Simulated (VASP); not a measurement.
# Sn3Te2 in VASP: single point with PBE

Aim: the single point of Sn3Te2 with PBE.

Everything below comes from runs of VASP 6.6.1. Logs are shortened: lines on timing, memory, paths and dates and some standing lists are left out, and cuts for length are marked.

## 1. The cell of the first run

The typed cell holds 10 atoms: a = 4.376 Å, b = 4.376 Å, c = 16.027 Å, α = 81.87°, β = 81.87°, γ = 89.94°.

## 2. Single point, PBE (30.07 Å³/atom)

Contents of INCAR:

```
ALGO = Fast
EDIFF = 1E-6
ENCUT = 520
GGA = PE
ISIF = 2
ISMEAR = 0
LASPH = True
LCHARG = False
LREAL = False
LWAVE = False
NBANDS = 65
NELM = 100
PREC = Accurate
SIGMA = 0.1
```

Contents of KPOINTS:

```
k-points
0
Gamma
  8 8 2
```

Contents of POSCAR:

```
Sn3Te2
1.0
    4.3756660403      0.0010468171      0.0195046811
    0.0037802796      4.3756840496      0.0158653290
    2.1961392556      2.2078348504     15.7211493250
Sn Te
6 4
Direct
    0.4033494256      1.0034047719      0.5975333772
    0.6057313613      0.2058212600      0.1930753859
   -0.0033690553      0.5966189890      0.4025247837
    0.7941453754      0.3942249518      0.8069822646
    0.7000677953      0.3000338651      0.9999895673
    0.2000088279      0.7999810194      0.0000803418
    0.3003950817      0.9003737789      0.7982603085
    0.4995814189      0.0994925443      0.3995364032
    0.0996202688      0.6995980958      0.2016404538
    0.9004694999      0.5004507235      0.6003771140
```

Potentials or basis: VASP PAW PBE potentials, release 64 (Sn_d, Te).

Started as:

```
> cat potpaw_PBE.64/Sn_d/POTCAR potpaw_PBE.64/Te/POTCAR > POTCAR
> mpirun -np 1 vasp_std > vasp.out
```

OUTCAR:

```text
EDIFF = 1E-6
   ENCUT = 520
   GGA = PE
   ISIF = 2
   ISMEAR = 0
   LASPH = True
   LREAL = False
   NELM = 100
   PREC = Accurate

 ion  position               nearest neighbor table
   1  0.403  0.003  0.598-  10 3.09  10 3.09  10 3.09  10 3.11   8 3.11   7 3.15
   2  0.606  0.206  0.193-   5 3.03   9 3.09   9 3.09   9 3.10   9 3.11   8 3.24
   3  0.997  0.597  0.403-   8 3.09   8 3.09   8 3.09   8 3.10  10 3.11   9 3.15
   4  0.794  0.394  0.807-   5 3.03   7 3.09   7 3.10   7 3.10   7 3.11  10 3.24
   5  0.700  0.300  1.000-   4 3.03   2 3.03   6 3.09   6 3.09   6 3.10   6 3.10
   6  0.200  0.800  0.000-   5 3.09   5 3.09   5 3.10   5 3.10   9 3.17   7 3.17
   7  0.300  0.900  0.798-   4 3.09   4 3.10   4 3.10   4 3.11   1 3.15   6 3.17
   8  0.500  0.099  0.400-   3 3.09   3 3.09   3 3.09   3 3.10   1 3.11   2 3.24
   9  0.100  0.700  0.202-   2 3.09   2 3.09   2 3.10   2 3.11   3 3.15   6 3.17
  10  0.900  0.500  0.600-   1 3.09   1 3.09   1 3.09   1 3.11   3 3.11   4 3.24

  LATTYP: Found a base centered monoclinic cell.
 ALAT       =     6.1916535906
 B/A-ratio  =     0.9988813177
 C/A-ratio  =     2.5816729257
 COS(beta)  =    -0.1869160107

  Lattice vectors:

 A1 = (   4.3756660403,   0.0010468171,   0.0195046811)
 A2 = (   0.0037802796,   4.3756840496,   0.0158653290)
 A3 = (  -2.1833070643,  -2.1688960163,  15.6857793149)

Analysis of symmetry for initial positions (statically):
=====================================================================
 Subroutine PRICEL returns:
 Original cell was already a primitive cell.

 Routine SETGRP: Setting up the symmetry group for a
 base centered monoclinic supercell.

 Subroutine GETGRP returns: Found  1 space group operations
 (whereof  1 operations were pure point group operations)
 out of a pool of  4 trial point group operations.

The static configuration has the point symmetry C_1 .

Analysis of symmetry for dynamics (positions and initial velocities):
=====================================================================
 Subroutine PRICEL returns:
 Original cell was already a primitive cell.

 Routine SETGRP: Setting up the symmetry group for a
 base centered monoclinic supercell.

 Subroutine GETGRP returns: Found  1 space group operations
 (whereof  1 operations were pure point group operations)
 out of a pool of  4 trial point group operations.

The dynamic configuration has the point symmetry C_1 .

 Subroutine INISYM returns: Found  1 space group operations
 (whereof  1 operations are pure point group operations),
 and found     1 'primitive' translations

----------------------------------------------------------------------------------------

                                     Primitive cell

  volume of cell :     300.6649

  direct lattice vectors                    reciprocal lattice vectors
     4.375666040  0.001046817  0.019504681     0.228679001 -0.000081778 -0.031933440
     0.003780280  4.375684050  0.015865329     0.000088490  0.228652093 -0.032123631
     2.196139256  2.207834850 15.721149325    -0.000283803 -0.000230648  0.063680618

  length of vectors
     4.375709637  4.375714445 16.026605956     0.230897892  0.230897629  0.063681668

  position of ions in fractional coordinates (direct lattice)
     0.403349426  0.003404772  0.597533377
     0.605731361  0.205821260  0.193075386
     0.996630945  0.596618989  0.402524784
     0.794145375  0.394224952  0.806982265
     0.700067795  0.300033865  0.999989567
     0.200008828  0.799981019  0.000080342
     0.300395082  0.900373779  0.798260308
     0.499581419  0.099492544  0.399536403
     0.099620269  0.699598096  0.201640454
     0.900469500  0.500450724  0.600377114

  ion indices of the primitive-cell ions
   primitive index   ion index
                 1           1
                 2           2
                 3           3
                 4           4
                 5           5
                 6           6
                 7           7
                 8           8
                 9           9
                10          10

----------------------------------------------------------------------------------------

 KPOINTS: k-points

Automatic generation of k-mesh.
 Grid dimensions read from file:
 generate k-points for:    8    8    2

 Generating k-lattice:

  Cartesian coordinates                     Fractional coordinates (reciprocal lattice)
     0.028584875 -0.000010222 -0.003991680     0.125000000 -0.000000000  0.000000000
     0.000011061  0.028581512 -0.004015454     0.000000000  0.125000000  0.000000000
    -0.000141902 -0.000115324  0.031840309     0.000000000  0.000000000  0.500000000

  Length of vectors
     0.028862237  0.028862204  0.031840834

  Shift w.r.t. Gamma in fractional coordinates (k-lattice)
     0.000000000  0.000000000  0.000000000

 Subroutine IBZKPT returns following result:
 ===========================================

 Found     68 irreducible k-points:

 Following reciprocal coordinates:
            Coordinates               Weight
  0.000000  0.000000  0.000000      1.000000
  0.125000  0.000000 -0.000000      2.000000
  0.000000 -0.125000  0.000000      2.000000
  0.250000  0.000000 -0.000000      2.000000
  0.000000 -0.250000  0.000000      2.000000
  0.375000  0.000000 -0.000000      2.000000
[... 16 lines left out ...]
  0.375000  0.250000 -0.000000      2.000000
 -0.250000 -0.375000  0.000000      2.000000
 [... further k-points ...]
   k-points           NKPTS =     68   k-points in BZ     NKDIM =     68   number of bands    NBANDS=     65
   number of dos      NEDOS =    301   number of ions     NIONS =     10
   total plane-waves  NPLWV = 155520
   dimension x,y,z NGX =    36 NGY =   36 NGZ =  120
   dimension x,y,z NGXF=    72 NGYF=   72 NGZF=  240
   ions per type =               6   4
   NGX,Y,Z   is equivalent  to a cutoff of  13.68, 13.68, 12.45 a.u.
   NGXF,Y,Z  is equivalent  to a cutoff of  27.35, 27.35, 24.90 a.u.
 SYSTEM =  unknown system
   PREC   = accura    normal or accurate (medium, high low for compatibility)
   ISTART =      0    job   : 0-new  1-cont  2-samecut
   ICHARG =      2    charge: 1-file 2-atom 10-const
   ISPIN  =      1    spin polarized calculation?
   LNONCOLLINEAR =      F non collinear calculations
   LSORBIT =      F    spin-orbit coupling
   LASPH  =      T    aspherical Exc in radial PAW
   ENCUT  =  520.0 eV  38.22 Ry    6.18 a.u.   8.14  8.14 29.80*2*pi/ulx,y,z
   NELM   =    100;   NELMIN=  2; NELMDL= -5     # of ELM steps
   EDIFF  = 0.1E-05   stopping-criterion for ELM
   LREAL  =      F    real-space projection
   EDIFFG = 0.1E-04   stopping-criterion for IOM
   NSW    =      0    number of steps for IOM
   IBRION =     -1    ionic relax: 0-MD 1-quasi-New 2-CG
   NFREE  =      0    steps in history (QN), initial steepest desc. (CG)
   ISIF   =      2    stress and relaxation
   ISYM   =      2    0-nonsym 1-usesym 2-fastsym
   POTIM  = 0.5000    time-step for ionic-motion
   TEBEG  =    0.0;   TEEND  =   0.0 temperature during run
   PSTRESS=    0.0 pullay stress
   NELECT =     108.0000    total number of electrons
   NUPDOWN=      -1.0000    fix difference up-down
   EMIN   =  10.00;   EMAX   =-10.00  energy-range for DOS
   EFERMI =   0.00;   METHOD = LEGACY
   ISMEAR =     0;   SIGMA  =   0.10  broadening in eV -4-tet -1-fermi 0-gaus
   EFERMI_NEDOS =   21; number of points for ismear=-14 and -15
   IALGO  =     68    algorithm
   IMIX   =      4    mixing-type and parameters
     AMIX     =   0.40;   BMIX     =  1.00
     AMIX_MAG =   1.60;   BMIX_MAG =  1.00
  volume/ion in A,a.u.               =      30.07       202.90
  Fermi-wavevector in a.u.,A,eV,Ry     =   1.163738  2.199146 18.426177  1.354286
  Thomas-Fermi vector in A             =   2.300284
   LORBIT       =      0    0 simple, 1 ext, 2 COOP (PROOUT), +10 PAW based schemes
   GGA     = PE    functional components
   LHFCALC =     F    Hartree Fock is set to
   AEXX    =    0.0000 exact exchange contribution
   IVDW    =     0    specifies the selected vdW correction
   LEPSILON=     F    determine dielectric tensor
   LRPA    =     F    only Hartree local field effects (RPA)
 non-spin polarized calculation
 RMM-DIIS sequential band-by-band and
 Gauss-broadening in eV      SIGMA  =   0.10
  energy-cutoff  :      520.00
  volume of cell :      300.66
 maximum number of plane-waves:      8142
 NGX is ok and might be reduce to    36
   NGX = 17   NGY = 17   NGZ = 59

 number of electron     108.0000003 magnetization

 Free energy of the ion-electron system (eV)
  ---------------------------------------------------
  ext. energy  EPLUGINS =         0.00000000
  ---------------------------------------------------
  free energy    TOTEN  =       -37.35983912 eV

  energy without entropy =      -37.34224902  energy(sigma->0) =      -37.35104407

 E-fermi :   7.0438     XC(G=0):  -9.6957

 val. band max:        7.0285625235   @ k =  -0.0000  -0.3750   0.0000
 cond. band min:       7.0452612242   @ k =  -0.1250   0.1250   0.0000
 fundamental gap:      0.0166987007
 Fermi energy:         7.0438069395

 k-point     1 :       0.0000    0.0000    0.0000
  band No.  band energies     occupation
      1     -14.5940      2.00000
      2     -14.5889      2.00000
      3     -14.5857      2.00000
      4     -14.5853      2.00000
      5     -14.5827      2.00000
      6     -14.5822      2.00000
[... 57 lines left out ...]
     64      10.9823      0.00000
     65      11.2164      0.00000

 k-point     2 :       0.1250    0.0000   -0.0000
  band No.  band energies     occupation
      1     -14.5927      2.00000
      2     -14.5900      2.00000
      3     -14.5871      2.00000
      4     -14.5841      2.00000
      5     -14.5825      2.00000
      6     -14.5810      2.00000
[... 57 lines left out ...]
     64      10.7481      0.00000
     65      10.9232      0.00000

 k-point     3 :       0.0000   -0.1250    0.0000
  band No.  band energies     occupation
      1     -14.5927      2.00000
      2     -14.5900      2.00000
      3     -14.5871      2.00000
      4     -14.5841      2.00000
      5     -14.5825      2.00000
      6     -14.5810      2.00000
[... 1417 lines left out ...]
     64      10.9190      0.00000
     65      11.2173      0.00000

 k-point    24 :      -0.2500   -0.3750    0.0000
  band No.  band energies     occupation
      1     -14.6010      2.00000
      2     -14.6003      2.00000
      3     -14.5833      2.00000
      4     -14.5817      2.00000
      5     -14.5766      2.00000
      6     -14.5753      2.00000
[... 57 lines left out ...]
     64      10.9198      0.00000
     65      11.2414      0.00000

 [... further k-points ...]
[... 5 lines left out ...]
  --------------------------------------------------------------------------------------
  -------------------------------------------------------------------------------------
  Total        5.3338981      5.3339411      5.4066877      0.0159146      0.0017942      0.0019149
  in kB       28.4231714     28.4234005     28.8110511      0.0848055      0.0095609      0.0102041
  external PRESSURE =      28.5525410 kB  Pullay stress =       0.0000000 kB

 VOLUME and BASIS-vectors are now :
 -----------------------------------------------------------------------------
  energy-cutoff  :      520.00
  volume of cell :      300.66
      direct lattice vectors                 reciprocal lattice vectors
     4.375666040  0.001046817  0.019504681     0.228679001 -0.000081778 -0.031933440
     0.003780280  4.375684050  0.015865329     0.000088490  0.228652093 -0.032123631
     2.196139256  2.207834850 15.721149325    -0.000283803 -0.000230648  0.063680618

 POSITION                                       TOTAL-FORCE (eV/Angst)
 -----------------------------------------------------------------------------------
      3.07720      1.33458      9.40183        -0.001833     -0.002484     -0.002834
      3.07528      1.32752      3.05045        -0.004879     -0.005131      0.008667
      5.24718      3.50037      6.35706         0.002135      0.001466      0.001356
      5.24865      3.50752     12.70843         0.005008      0.004777     -0.009800
      5.26051      3.52140     15.73940        -0.000068      0.000037      0.000340
      0.87837      3.50085      0.01786         0.000015     -0.000021     -0.001402
      3.07092      5.70249     12.56971        -0.004543     -0.004051     -0.004359
      3.06382      1.31798      6.29249        -0.000413      0.000205      0.003154
      0.88138      3.50651      3.18306         0.004217      0.004656      0.006589
      5.26056      3.51629      9.46412         0.000361      0.000546     -0.001710
 -----------------------------------------------------------------------------------
    total drift:                                0.000145     -0.000170     -0.000004

  FREE ENERGIE OF THE ION-ELECTRON SYSTEM (eV)
  ---------------------------------------------------
  free  energy   TOTEN  =       -37.3598391161 eV

  energy  without entropy=      -37.3422490162  energy(sigma->0) =      -37.35104407
```

It took 30 min on 1 thread of Oxide Virtual Turin-like, shared host; peak memory 0.99 GiB.

Results:

- Free energy: -37.3598 eV
- Pressure: 2.9 GPa
- Largest force: 0.012 eV/Å
- Band gap on the k mesh: zero (bands 54 and 55 overlap by 1.09 eV)

Forces in eV/Å, atoms in the order of the input:
```
Sn  -0.002 -0.002 -0.003
Sn  -0.005 -0.005  0.009
Sn   0.002  0.001  0.001
Sn   0.005  0.005 -0.010
Sn   0.000  0.000  0.000
Sn   0.000  0.000 -0.001
Te  -0.005 -0.004 -0.004
Te   0.000  0.000  0.003
Te   0.004  0.005  0.007
Te   0.000  0.001 -0.002
```

Levels at points of the mesh, in eV from the Fermi level:
| k point | band 51 | band 52 | band 53 | band 54 | band 55 | band 56 | band 57 | band 58 |
| --- | --- | --- | --- | --- | --- | --- | --- | --- |
| (0.00, 0.00, 0.00) | -1.53 | -0.89 | -0.81 | -0.80 | -0.23 | 1.91 | 2.04 | 2.50 |
| (0.50, 0.00, 0.00) | -0.42 | -0.19 | 0.22 | 0.27 | 0.49 | 0.65 | 0.69 | 0.71 |
| (0.00, 0.50, 0.00) | -0.42 | -0.19 | 0.22 | 0.27 | 0.49 | 0.65 | 0.69 | 0.71 |
| (0.50, 0.50, 0.00) | -2.98 | -2.61 | -2.23 | -0.96 | -0.30 | 2.00 | 2.02 | 2.42 |
| (0.00, 0.00, 0.50) | -2.21 | -0.83 | -0.82 | -0.70 | -0.13 | 2.16 | 2.32 | 2.44 |
| (0.50, 0.00, 0.50) | -0.40 | -0.21 | 0.20 | 0.27 | 0.52 | 0.68 | 0.72 | 0.75 |
| (0.00, 0.50, 0.50) | -0.40 | -0.21 | 0.20 | 0.27 | 0.52 | 0.68 | 0.72 | 0.75 |
| (0.50, 0.50, 0.50) | -2.99 | -2.62 | -2.23 | -0.95 | -0.29 | 1.99 | 2.01 | 2.42 |

Caveat: spin-orbit coupling is left out, which moves the levels of the heavy elements.
